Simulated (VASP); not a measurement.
Set up this calculation in VASP 6.6.1, as the native input.

```yaml
Task: relaxation of cell and atoms
Functional: PBE
Potentials_or_basis: VASP PAW PBE potentials, release 64 (Te, Os)
Cutoff: 600 eV
k_mesh: 4 × 4 × 4
Occupations: gaussian, width 0.1 eV
Spin: no spin polarisation
Dipole_correction: no
Further_INCAR_settings: ALGO = Normal; EDIFF = 1e-06; IBRION = 2; EDIFFG = -0.04; NSW = 90; ISIF = 3
```

The structure of TeOs3 lies in POSCAR:

```
TeOs3
1.0
    4.1443780901      0.0000000000      0.0000000000
    0.0000000000      4.1443780901      0.0000000000
    0.0000000000      0.0000000000      4.1443780901
Te Os
1 3
Direct
    0.0000000000      0.0000000000      0.0000000000
    0.0000000000      0.5000000000      0.5000000000
    0.5000000000      0.0000000000      0.5000000000
    0.5000000000      0.5000000000      0.0000000000
```

These files were run (other wordings do the same):

INCAR

```
PREC = Accurate
ENCUT = 600
EDIFF = 1E-6
ISMEAR = 0
SIGMA = 0.1
LREAL = False
LASPH = True
NELM = 60
ALGO = Normal
ISIF = 3
LWAVE = False
LCHARG = False
GGA = PE
IBRION = 2
NSW = 90
EDIFFG = -0.04
```

KPOINTS

```
regular mesh
0
Gamma
  4 4 4
```

Potentials or basis: VASP PAW PBE potentials, release 64 (Te, Os).

The run is started by

```sh
$ cat potpaw_PBE.64/Te/POTCAR potpaw_PBE.64/Os/POTCAR > POTCAR
$ mpirun -np 1 vasp_std > vasp.out
```

Results of the run:

```json
{
 "Relaxed volume": "15.90 Å³/atom",
 "Relaxed cell": "a = 3.992 Å, b = 3.992 Å, c = 3.992 Å, α = 90.00°, β = 90.00°, γ = 90.00°",
 "Space group after relaxing (to 0.1 Å)": "Pm-3m (No. 221)",
 "Pressure after relaxing": "0.0 GPa",
 "Band gap on the k mesh": "zero (bands 15 and 16 overlap by 1.15 eV)"
}
```

Caveat: the k points lie up to 0.39 Å⁻¹ apart in the final cell, too coarse for converged energies and pressures of a metal; spin-orbit coupling is left out, which moves the levels of the heavy elements.

It took 2.5 min on 1 thread of Intel Xeon 8259CL, on a shared host, peak memory 0.22 GiB.
